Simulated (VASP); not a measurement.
# PbI2 (P-3m1) in VASP: single point with PBE0

Aim: the single point of PbI2 with PBE0.

Everything below comes from runs of VASP 6.6.1. Logs are shortened: lines on timing, memory, paths and dates and some standing lists are left out, and cuts for length are marked.

### 1 The cell of the first run

The structure is trigonal, space group P-3m1 (No. 164). Conventional cell: a = 4.566 Å, b = 4.566 Å, c = 7.041 Å, α = 90.00°, β = 90.00°, γ = 120.00°. Pb (site symmetry -3m) has 6 I at 3.24 Å within 4.3 Å. I (site symmetry 3m) has 3 Pb at 3.24 Å and 3 I at 4.21 Å within 4.3 Å.

### 2 Single point, PBE0

POSCAR reads:

```
PbI2
1.0
    4.5657260700      0.0000000000      0.0000000000
   -2.2828630350      3.9540347633      0.0000000000
    0.0000000000      0.0000000000      7.0410821704
Pb I
1 2
Direct
    0.0000000000      0.0000000000      0.0000000000
    0.3333333333      0.6666666667      0.2667794085
    0.6666666667      0.3333333333      0.7332205915
```

INCAR.step1 reads:

```
SYSTEM = PbI2
ALGO = Normal
EDIFF = 1E-5
ENCUT = 400
GGA = PE
GGA_COMPAT = .FALSE.
ISIF = 2
ISMEAR = 0
LASPH = .TRUE.
LCHARG = .FALSE.
LREAL = .FALSE.
LWAVE = .TRUE.
NBANDS = 21
NELM = 120
PREC = Accurate
SIGMA = 0.01
```

INCAR.step2 reads:

```
SYSTEM = PbI2
AEXX = 0.25
ALGO = Normal
EDIFF = 1E-6
ENCUT = 400
GGA = PE
GGA_COMPAT = .FALSE.
ISIF = 2
ISMEAR = 0
ISTART = 1
LASPH = .TRUE.
LCHARG = .FALSE.
LHFCALC = .TRUE.
LREAL = .FALSE.
LWAVE = .FALSE.
NBANDS = 21
NELM = 120
PREC = Accurate
PRECFOCK = Normal
SIGMA = 0.01
```

KPOINTS reads:

```
k-points
0
G
  6 6 2
  0 0 0
```

Potentials or basis: VASP PAW PBE potentials, release 64 (Pb_d, I).

Run with:

```bash
$ cat potpaw_PBE.64/Pb_d/POTCAR potpaw_PBE.64/I/POTCAR > POTCAR
$ cp INCAR.step1 INCAR
$ mpirun -np 1 vasp_std > vasp.out
$ cp INCAR.step2 INCAR
$ mpirun -np 1 vasp_std > vasp.out
```

OUTCAR:

```text
SYSTEM = PbI2
   AEXX = 0.25
   EDIFF = 1E-6
   ENCUT = 400
   GGA = PE
   ISIF = 2
   ISMEAR = 0
   ISTART = 1
   LASPH = .TRUE.
   LHFCALC = .TRUE.
   LREAL = .FALSE.
   NELM = 120
   PREC = Accurate
   PRECFOCK = Normal

 ion  position               nearest neighbor table
   1  0.000  0.000  0.000-   2 3.24   3 3.24   2 3.24   3 3.24   3 3.24   2 3.24
   2  0.333  0.667  0.267-   1 3.24   1 3.24   1 3.24
   3  0.667  0.333  0.733-   1 3.24   1 3.24   1 3.24

  LATTYP: Found a hexagonal cell.
 ALAT       =     4.5657260700
 C/A-ratio  =     1.5421604499

  Lattice vectors:

 A1 = (   4.5657260700,   0.0000000000,   0.0000000000)
 A2 = (  -2.2828630350,   3.9540347633,   0.0000000000)
 A3 = (   0.0000000000,   0.0000000000,   7.0410821704)

Analysis of symmetry for initial positions (statically):
=====================================================================
 Subroutine PRICEL returns:
 Original cell was already a primitive cell.

 Routine SETGRP: Setting up the symmetry group for a
 hexagonal supercell.

 Subroutine GETGRP returns: Found 12 space group operations
 (whereof 12 operations were pure point group operations)
 out of a pool of 24 trial point group operations.

The static configuration has the point symmetry D_3d.

Analysis of symmetry for dynamics (positions and initial velocities):
=====================================================================
 Subroutine PRICEL returns:
 Original cell was already a primitive cell.

 Routine SETGRP: Setting up the symmetry group for a
 hexagonal supercell.

 Subroutine GETGRP returns: Found 12 space group operations
 (whereof 12 operations were pure point group operations)
 out of a pool of 24 trial point group operations.

The dynamic configuration has the point symmetry D_3d.

 Subroutine INISYM returns: Found 12 space group operations
 (whereof 12 operations are pure point group operations),
 and found     1 'primitive' translations

----------------------------------------------------------------------------------------

                                     Primitive cell

  volume of cell :     127.1129

  direct lattice vectors                    reciprocal lattice vectors
     4.565726070  0.000000000  0.000000000     0.219023214  0.126453112  0.000000000
    -2.282863035  3.954034763  0.000000000     0.000000000  0.252906224  0.000000000
     0.000000000  0.000000000  7.041082170     0.000000000  0.000000000  0.142023623
[... 81 lines left out ...]
   ISIF   =      2    stress and relaxation
   ISYM   =      3    0-nonsym 1-usesym 2-fastsym
   POTIM  = 0.5000    time-step for ionic-motion
   TEBEG  =    0.0;   TEEND  =   0.0 temperature during run
   PSTRESS=    0.0 pullay stress
   NELECT =      28.0000    total number of electrons
   NUPDOWN=      -1.0000    fix difference up-down
   EMIN   =  10.00;   EMAX   =-10.00  energy-range for DOS
   EFERMI =   0.00;   METHOD = LEGACY
   ISMEAR =     0;   SIGMA  =   0.01  broadening in eV -4-tet -1-fermi 0-gaus
   EFERMI_NEDOS =   21; number of points for ismear=-14 and -15
   IALGO  =     38    algorithm
   IMIX   =      1    mixing-type and parameters
     AMIX     =   0.40;   BMIX     =  1.00
     AMIX_MAG =   1.60;   BMIX_MAG =  1.00
  volume/ion in A,a.u.               =      42.37       285.93
  Fermi-wavevector in a.u.,A,eV,Ry     =   0.988699  1.868371 13.300055  0.977526
  Thomas-Fermi vector in A             =   2.120245
   LORBIT       =      0    0 simple, 1 ext, 2 COOP (PROOUT), +10 PAW based schemes
   GGA     = PE    functional components
   LHFCALC =     T    Hartree Fock is set to
   PRECFOCK=normal    Normal, Fast or Accurate (Low or Medium for compatibility)
   ENCUT4O =  -1.0   cutoff for four orbital integrals eV
   NKREDX  =     1    reduce k-point grid by
   NKREDY  =     1    reduce k-point grid by
   NKREDZ  =     1    reduce k-point grid by
   AEXX    =    0.2500 exact exchange contribution
   HFSCREEN=    0.0000 screening length (either q_TF or 0.3 A-1)
   HFSCREENC=   0.0000 screening length for correlation (either q_TF or 0.3 A-1)
   ENCUTFOCK=  -1.0 apply spherical cutoff to Coloumb kernel
   IVDW    =     0    specifies the selected vdW correction
   LEPSILON=     F    determine dielectric tensor
   LRPA    =     F    only Hartree local field effects (RPA)
 non-spin polarized calculation
 Gauss-broadening in eV      SIGMA  =   0.01
  energy-cutoff  :      400.00
  volume of cell :      127.11
 maximum number of plane-waves:      2326
 NGX is ok and might be reduce to    30
  NGX = 24; NGY = 24; NGZ = 36

 number of electron      27.9999998 magnetization

 Free energy of the ion-electron system (eV)
  ---------------------------------------------------
  ext. energy  EPLUGINS =         0.00000000
  ---------------------------------------------------
  free energy    TOTEN  =       -11.48828928 eV

  energy without entropy =      -11.48828928  energy(sigma->0) =      -11.48828928

 E-fermi :   1.8318     XC(G=0):  -6.3978

 val. band max:        1.7121355751   @ k =   0.0000   0.0000   0.5000
 cond. band min:       5.2881280689   @ k =   0.0000   0.0000   0.5000
 fundamental gap:      3.5759924938
 Fermi energy:         1.8317689215

 k-point     1 :       0.0000    0.0000    0.0000
  band No.  band energies     occupation
      1     -16.1770      2.00000
      2     -16.1770      2.00000
      3     -16.1529      2.00000
      4     -16.1460      2.00000
      5     -16.1460      2.00000
      6     -11.6886      2.00000
[... 325 lines left out ...]
     20      10.9717      0.00000
     21      11.4419      0.00000

------------------------ aborting loop because EDIFF is reached ----------------------------------------

  FORCE on cell =-STRESS in cart. coord.  units (eV):
  Direction    XX          YY          ZZ          XY          YZ          ZX
  --------------------------------------------------------------------------------------
  -------------------------------------------------------------------------------------
  Total        0.5091102      0.5091102      0.4353611     -0.0000000     -0.0000000      0.0000000
  in kB        6.4170092      6.4170092      5.4874484     -0.0000000     -0.0000000      0.0000000
  external PRESSURE =       6.1071556 kB  Pullay stress =       0.0000000 kB

 VOLUME and BASIS-vectors are now :
 -----------------------------------------------------------------------------
  energy-cutoff  :      400.00
  volume of cell :      127.11
      direct lattice vectors                 reciprocal lattice vectors
     4.565726070  0.000000000  0.000000000     0.219023214  0.126453112  0.000000000
    -2.282863035  3.954034763  0.000000000     0.000000000  0.252906224  0.000000000
     0.000000000  0.000000000  7.041082170     0.000000000  0.000000000  0.142023623

 POSITION                                       TOTAL-FORCE (eV/Angst)
 -----------------------------------------------------------------------------------
      0.00000      0.00000      0.00000        -0.000000      0.000000      0.000000
     -0.00000      2.63602      1.87842         0.000000      0.000000     -0.072031
      2.28286      1.31801      5.16267        -0.000000     -0.000000      0.072031
 -----------------------------------------------------------------------------------
    total drift:                               -0.000000     -0.000001     -0.000006

  FREE ENERGIE OF THE ION-ELECTRON SYSTEM (eV)
  ---------------------------------------------------
  free  energy   TOTEN  =       -11.4882892754 eV

  energy  without entropy=      -11.4882892754  energy(sigma->0) =      -11.48828928
```

OUTCAR.step1:

```text
SYSTEM = PbI2
   EDIFF = 1E-5
   ENCUT = 400
   GGA = PE
   ISIF = 2
   ISMEAR = 0
[... 550 lines left out ...]
      0.00000      0.00000      0.00000         0.000000      0.000000      0.000000
     -0.00000      2.63602      1.87842        -0.000000      0.000000      0.044497
      2.28286      1.31801      5.16267         0.000000     -0.000000     -0.044497
 -----------------------------------------------------------------------------------
    total drift:                                0.000000     -0.000000     -0.000000

  FREE ENERGIE OF THE ION-ELECTRON SYSTEM (eV)
  ---------------------------------------------------
  free  energy   TOTEN  =        -8.5689662604 eV

  energy  without entropy=       -8.5689662604  energy(sigma->0) =       -8.56896626
```

Wall time 33 min (1 thread of Intel Xeon Platinum 8375C at 2.90GHz (Ice Lake), shared host); peak memory 0.24 GiB.

Results:

```yaml
Free_energy: -11.4883 eV
Pressure: 0.6 GPa
Largest_force: 0.072 eV/Å
Band_gap_on_the_k_mesh: 3.58 eV
```

Forces in eV/Å, atoms in the order of the input:
```
Pb   0.000  0.000  0.000
I    0.000  0.000 -0.072
I    0.000  0.000  0.072
```

Stress tensor (GPa, compression positive):
```
0.64 0.00 0.00
0.00 0.64 0.00
0.00 0.00 0.55
```

Levels at points of the mesh, in eV from the valence-band top:
```
           k point  band 11  band 12  band 13  band 14  band 15  band 16  band 17  band 18
(0.00, 0.00, 0.00)    -1.19    -1.10    -1.10    -0.91     3.84     4.75     4.75     7.86
(0.50, 0.00, 0.00)    -2.34    -1.82    -0.96    -0.47     4.22     5.06     6.15     6.47
(0.00, 0.00, 0.50)    -1.35    -0.91    -0.91     0.00     3.58     4.55     4.55     7.87
(0.50, 0.00, 0.50)    -1.98    -1.53    -1.35    -0.83     4.57     5.12     5.55     7.21
```

Caveat: the k points lie up to 0.45 Å⁻¹ apart; the PAW data sets were made with another functional, which shifts forces and pressure a little; spin-orbit coupling is left out, which moves the levels of the heavy elements; this functional lacks dispersion, which binds layers or chains, so the pressure and a relaxed spacing across them are unreliable. A k mesh can miss the band edges.
